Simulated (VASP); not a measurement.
# GaN (Immm) in VASP: single point with r2SCAN

Aim: the single point of GaN with r2SCAN.

Everything below comes from runs of VASP 6.6.1. Logs are shortened: lines on timing, memory, paths and dates and some standing lists are left out, and cuts for length are marked.

## (1) The cell of the first run

It takes space group Immm (No. 71, orthorhombic). Conventional cell: a = 2.974 Å, b = 2.989 Å, c = 4.217 Å, α = 90.00°, β = 90.00°, γ = 90.00°. Ga (site symmetry mmm) has 6 N at 2.11 Å within 2.8 Å. Within 2.8 Å of N (site symmetry mmm) lie 6 Ga at 2.11 Å.

## (2) Single point, r2SCAN (shear xy strain -0.5%)

The input, POSCAR:

```
GaN
1.0
   -0.0052712881      2.1085152339      2.1085152339
    2.1085152339     -0.0052712881      2.1085152339
    2.1032439458      2.1032439458      0.0000000000
Ga N
1 1
Direct
    0.0000000000      0.0000000000      0.0000000000
    0.5000000000      0.5000000000      0.5000000000
```

The input, INCAR.step1:

```
PREC = Accurate
ENCUT = 1460
ISMEAR = 0
SIGMA = 0.01
LREAL = F
LASPH = T
NELM = 120
NBANDS = 16
GGA = PE
ALGO = Normal
EDIFF = 1E-5
LWAVE = T
LCHARG = F
GGA_COMPAT = F
```

The input, INCAR.step2:

```
PREC = Accurate
ENCUT = 1460
EDIFF = 1E-6
ISMEAR = 0
SIGMA = 0.01
LREAL = F
LASPH = T
NELM = 120
ALGO = Normal
ISIF = 2
LWAVE = F
LCHARG = T
METAGGA = R2SCAN
LMIXTAU = T
LELF = T
LVHAR = T
NBANDS = 16
ISTART = 1
GGA_COMPAT = F
```

The input, KPOINTS:

```
regular mesh
0
Gamma
  10 10 10
```

Potentials or basis: VASP PAW PBE potentials, release 64 (Ga_d, N_h).

Started as:

```console
> cat potpaw_PBE.64/Ga_d/POTCAR potpaw_PBE.64/N_h/POTCAR > POTCAR
> cp INCAR.step1 INCAR
> mpirun -np 1 vasp_std > vasp.out
> cp INCAR.step2 INCAR
> mpirun -np 1 vasp_std > vasp.out
```

OUTCAR:

```text
PREC = Accurate
   ENCUT = 1460
   EDIFF = 1E-6
   ISMEAR = 0
   LREAL = F
   LASPH = T
   NELM = 120
   ISIF = 2
   METAGGA = R2SCAN
   ISTART = 1

 ion  position               nearest neighbor table
   1  0.000  0.000  0.000-   2 2.11   2 2.11   2 2.11   2 2.11   2 2.11   2 2.11
   2  0.500  0.500  0.500-   1 2.11   1 2.11   1 2.11   1 2.11   1 2.11   1 2.11

  LATTYP: Found a body centered orthorhombic cell.
 ALAT       =     2.9744361131
 B/A-ratio  =     1.0050125313
 C/A-ratio  =     1.4177579573

  Lattice vectors:

 A1 = (   0.0052712881,  -2.1085152339,  -2.1085152339)
 A2 = (  -0.0052712881,   2.1085152339,  -2.1085152339)
 A3 = (   2.1085152339,  -0.0052712881,   2.1085152339)

Analysis of symmetry for initial positions (statically):
=====================================================================
 Subroutine PRICEL returns:
 Original cell was already a primitive cell.

 Routine SETGRP: Setting up the symmetry group for a
 body centered orthorhombic supercell.

 Subroutine GETGRP returns: Found  8 space group operations
 (whereof  8 operations were pure point group operations)
 out of a pool of  8 trial point group operations.

The static configuration has the point symmetry D_2h.

Analysis of symmetry for dynamics (positions and initial velocities):
=====================================================================
 Subroutine PRICEL returns:
 Original cell was already a primitive cell.

 Routine SETGRP: Setting up the symmetry group for a
 body centered orthorhombic supercell.

 Subroutine GETGRP returns: Found  8 space group operations
 (whereof  8 operations were pure point group operations)
 out of a pool of  8 trial point group operations.

The dynamic configuration has the point symmetry D_2h.

 Subroutine INISYM returns: Found  8 space group operations
 (whereof  8 operations are pure point group operations),
 and found     1 'primitive' translations

----------------------------------------------------------------------------------------

                                     Primitive cell

  volume of cell :      18.7481

  direct lattice vectors                    reciprocal lattice vectors
    -0.005271288  2.108515234  2.108515234    -0.236542335  0.236542335  0.237133691
     2.108515234 -0.005271288  2.108515234     0.236542335 -0.236542335  0.237133691
[... 84 lines left out ...]
   NELM   =    120;   NELMIN=  2; NELMDL=  0     # of ELM steps
   EDIFF  = 0.1E-05   stopping-criterion for ELM
   LREAL  =      F    real-space projection
   EDIFFG = 0.1E-04   stopping-criterion for IOM
   NSW    =      0    number of steps for IOM
   IBRION =     -1    ionic relax: 0-MD 1-quasi-New 2-CG
   NFREE  =      0    steps in history (QN), initial steepest desc. (CG)
   ISIF   =      2    stress and relaxation
   ISYM   =      2    0-nonsym 1-usesym 2-fastsym
   POTIM  = 0.5000    time-step for ionic-motion
   TEBEG  =    0.0;   TEEND  =   0.0 temperature during run
   PSTRESS=    0.0 pullay stress
   NELECT =      18.0000    total number of electrons
   NUPDOWN=      -1.0000    fix difference up-down
   EMIN   =  10.00;   EMAX   =-10.00  energy-range for DOS
   EFERMI =   0.00;   METHOD = LEGACY
   ISMEAR =     0;   SIGMA  =   0.01  broadening in eV -4-tet -1-fermi 0-gaus
   EFERMI_NEDOS =   21; number of points for ismear=-14 and -15
   IALGO  =     38    algorithm
   IMIX   =      4    mixing-type and parameters
     AMIX     =   0.40;   BMIX     =  1.00
     AMIX_MAG =   1.60;   BMIX_MAG =  1.00
  volume/ion in A,a.u.               =       9.37        63.26
  Fermi-wavevector in a.u.,A,eV,Ry     =   1.615027  3.051959 35.488249  2.608313
  Thomas-Fermi vector in A             =   2.709841
   LORBIT       =      0    0 simple, 1 ext, 2 COOP (PROOUT), +10 PAW based schemes
   METAGGA = R2SCAN    functional components
   LHFCALC =     F    Hartree Fock is set to
   AEXX    =    0.0000 exact exchange contribution
   IVDW    =     0    specifies the selected vdW correction
   LEPSILON=     F    determine dielectric tensor
   LRPA    =     F    only Hartree local field effects (RPA)
 non-spin polarized calculation
 Gauss-broadening in eV      SIGMA  =   0.01
  energy-cutoff  :     1460.00
  volume of cell :       18.75
 maximum number of plane-waves:      2421
 NGX is ok and might be reduce to    40
   NGX = 19   NGY = 19   NGZ = 19

 number of electron      18.0000000 magnetization

 Free energy of the ion-electron system (eV)
  ---------------------------------------------------
  ext. energy  EPLUGINS =         0.00000000
  ---------------------------------------------------
  free energy    TOTEN  =       -20.97931558 eV

  energy without entropy =      -20.97931558  energy(sigma->0) =      -20.97931558

 E-fermi :   8.1950     XC(G=0): -14.2091

 val. band max:        8.0997197609   @ k =  -0.2000   0.2000   0.0000
 cond. band min:       9.2581690060   @ k =   0.5000   0.5000   0.0000
 fundamental gap:      1.1584492451
 Fermi energy:         8.1950482990

 k-point     1 :       0.0000    0.0000    0.0000
  band No.  band energies     occupation
      1     -10.0286      2.00000
      2      -6.2784      2.00000
      3      -6.2779      2.00000
      4      -6.2767      2.00000
      5      -6.2079      2.00000
      6      -6.2076      2.00000
[... 433 lines left out ...]
      3      -6.1660      2.00000
      4      -6.0963      2.00000
      5      -6.0500      2.00000
      6      -5.1445      2.00000
[... 8 lines left out ...]
     15      33.9968      0.00000
     16      35.6058      0.00000

 [... further k-points ...]

------------------------ aborting loop because EDIFF is reached ----------------------------------------

  FORCE on cell =-STRESS in cart. coord.  units (eV):
  Direction    XX          YY          ZZ          XY          YZ          ZX
  --------------------------------------------------------------------------------------
  -------------------------------------------------------------------------------------
  Total        0.1203625      0.1203625      0.1204667      0.1370994      0.0000000      0.0000000
  in kB       10.2859505     10.2859505     10.2948475     11.7162515      0.0000000      0.0000000
  external PRESSURE =      10.2889162 kB  Pullay stress =       0.0000000 kB

 VOLUME and BASIS-vectors are now :
 -----------------------------------------------------------------------------
  energy-cutoff  :     1460.00
  volume of cell :       18.75
      direct lattice vectors                 reciprocal lattice vectors
    -0.005271288  2.108515234  2.108515234    -0.236542335  0.236542335  0.237133691
     2.108515234 -0.005271288  2.108515234     0.236542335 -0.236542335  0.237133691
     2.103243946  2.103243946  0.000000000     0.237728011  0.237728011 -0.237133691

 POSITION                                       TOTAL-FORCE (eV/Angst)
 -----------------------------------------------------------------------------------
      0.00000      0.00000      0.00000         0.000000      0.000000      0.000000
      2.10324      2.10324      2.10852        -0.000000     -0.000000      0.000000
 -----------------------------------------------------------------------------------
    total drift:                                0.000000     -0.000000     -0.000000

  FREE ENERGIE OF THE ION-ELECTRON SYSTEM (eV)
  ---------------------------------------------------
  free  energy   TOTEN  =       -20.9793155841 eV

  energy  without entropy=      -20.9793155841  energy(sigma->0) =      -20.97931558
```

It took 11 min on 1 thread of Intel Xeon Platinum 8488C (Sapphire Rapids), shared host; peak memory 0.45 GiB.

Results:

```
Free energy            : -20.9793 eV
Pressure               : 1.0 GPa
Band gap on the k mesh : 1.16 eV (least direct gap 3.37 eV)
```

Levels at points of the mesh, in eV from the valence-band top:
```
           k point  band 5  band 6  band 7  band 8  band 9  band 10  band 11  band 12  band 13  band 14
(0.00, 0.00, 0.00)  -14.31  -14.31   -0.56   -0.53   -0.49     2.88    15.42    15.50    15.58    17.02
(0.50, 0.00, 0.00)  -14.16  -14.16   -8.40   -0.17   -0.15     5.44     9.88     9.92    10.41    17.59
(0.50, 0.50, 0.00)  -14.09  -11.53   -7.27   -3.18   -3.09     1.16     8.52    13.13    15.74    15.78
(0.00, 0.00, 0.50)  -14.15  -14.15   -8.36   -0.19   -0.17     5.37     9.81     9.85    10.42    17.55
(0.50, 0.00, 0.50)  -14.10  -11.53   -7.27   -3.14   -3.14     1.16     8.52    13.13    15.76    15.76
```

Caveat: the cell differs from its parent crystal (shear xy strain -0.5%); the structure was generated, so it needn't be the stable form of GaN; the PAW data sets were made with another functional, which shifts forces and pressure a little. A k mesh can miss the band edges.
